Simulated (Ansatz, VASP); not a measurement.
# Two plane-wave programs on MnS

Contents of INCAR:

```
SYSTEM = MnS
PREC = Accurate ; ENCUT = 520
EDIFF = 1E-6 ; ISMEAR = -1
SIGMA = 0.05 ; LREAL = .FALSE.
LASPH = .TRUE. ; NELM = 150
ALGO = Normal ; ISIF = 2
LWAVE = .FALSE. ; LCHARG = .FALSE.
ISPIN = 2 ; MAGMOM = 0.92 0
LORBIT = 11 ; LMAXMIX = 4
GGA = PS ; NBANDS = 20
```

The input KPOINTS:

```
Automatic mesh
0
G
  9 9 9
  0 0 0
```

File POSCAR:

```
MnS
1.0
    0.0000000000      2.6045000000      2.6045000000
    2.6045000000      0.0000000000      2.6045000000
    2.6045000000      2.6045000000      0.0000000000
Mn S
1 1
Direct
    0.0000000000      0.0000000000      0.0000000000
    0.5000000000      0.5000000000      0.5000000000
```

input.yaml

```yaml
crystal:
  lattice:
    - [0.0, 2.6045, 2.6045]
    - [2.6045, 0.0, 2.6045]
    - [2.6045, 2.6045, 0.0]
  atoms:
    - { symbol: Mn, position: [0.0, 0.0, 0.0], spin: 0.92 }
    - { symbol: S, position: [0.5, 0.5, 0.5] }
hamiltonian:
  xc: pbesol
  pseudopotentials: { kind: paw }
magnetization:
  spin_polarized: true
kpoints:
  mp_grid: { grid: [9, 9, 9] }
scf:
  occupations: { method: fermi_dirac, width: 0.05 }
output:
  forces: true
  stress: true
  eigenvalues: true
  write_density: true
  write_potential: true
  elf: true
  volumetric_format: npy
```

Alike in both runs: task single point; functional PBEsol; k mesh 9 × 9 × 9; occupations fermi-dirac, width 0.05 eV; collinear spin.

|  | VASP | Ansatz |
| --- | --- | --- |
| version | VASP 6.6.1 | Ansatz 0.2.0 |
| potentials or method | VASP PAW PBE potentials, release 64 (Mn_pv, S) | Ansatz PAW |
| plane-wave cutoff (eV) | 520 | 420 |
| valence electrons in the cell | 19 | 21 |

|  | VASP | Ansatz | Ansatz less VASP |
| --- | --- | --- | --- |
| gap on the k mesh at the Fermi level (eV) | none | none | - |
| pressure (GPa) | -7.4 | -7.3 | +0.06 |
| net moment per atom (μB) | 2.34 | 2.34 | -0.002 |
| size of the moment on the site where the two differ most (μB) | 4.23 | 4.18 | -0.049 |

VASP's potentials were made for PBE, not for PBEsol. Site moments also hang on the region over which each program counts them. A gap of «none» marks a metal or a gap that the smearing closes. The functional is the same, so the differences come from potentials, cutoffs and numerics. VASP's potentials hold 19 valence electrons a cell and Ansatz's 21, so a difference there can come from the potentials and not from the codes.
